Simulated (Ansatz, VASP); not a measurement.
# Two plane-wave programs on WC

```xyz
2
Lattice="2.9005 0.0000 0.0000 -1.4503 2.5119 0.0000 0.0000 0.0000 2.8290" Properties=species:S:1:pos:R:3 pbc="T T T"
W     0.0000    0.4500   -0.4500
C     1.4503    0.8373    1.4145
```

Alike in both runs: task single point; functional PBEsol; k mesh 18 × 18 × 16; occupations gaussian, width 0.15 eV; no spin polarisation.

```csv
,VASP,Ansatz
version,VASP 6.6.1,Ansatz 0.2.0
potentials or method,"VASP PAW PBE potentials, release 64 (W_sv, C), cutoff 520 eV","scalar-relativistic, plane waves, PAW"
valence electrons in the cell,18,18
```

```tsv
	VASP	Ansatz	Ansatz less VASP
gap on the k mesh at the Fermi level (eV)	none	none	-
rms of the force components (eV/Å)	6.022	5.953	-0.0694
```

VASP's potentials were made for PBE, not for PBEsol. Atom by atom the forces differ by 0.071 eV/Å (rms over components). A gap of «none» marks a metal or a gap that the smearing closes.

Neither program's run includes spin-orbit coupling.
